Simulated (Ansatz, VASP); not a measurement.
## One calculation of GaN, two programs

```xyz
2
Lattice="0.0000 2.1085 2.1085 2.1085 0.0000 2.1085 2.1085 2.1085 0.0000" Properties=species:S:1:pos:R:3 pbc="T T T"
Ga    2.1085    2.1085    2.1085
N     0.0000    0.0000    0.0000
```

Alike in both runs: task single point; functional PBE; k mesh 8 × 8 × 8; occupations gaussian, width 0.2 eV; no spin polarisation.

```csv
,VASP,Ansatz
version,VASP 6.6.1,Ansatz 0.2.0
potentials or method,"VASP PAW PBE potentials, release 64 (Ga_d, N)",plane waves
plane-wave cutoff (eV),600,420
valence electrons in the cell,18,18
```

VASP gave:

| Quantity | Value |
| --- | --- |
| pressure (GPa) | 8.9 |

Task: Estimate Ansatz's values.

Result: Pressure (GPa): 8.2.

The functional is the same, so the differences come from potentials, cutoffs and numerics.
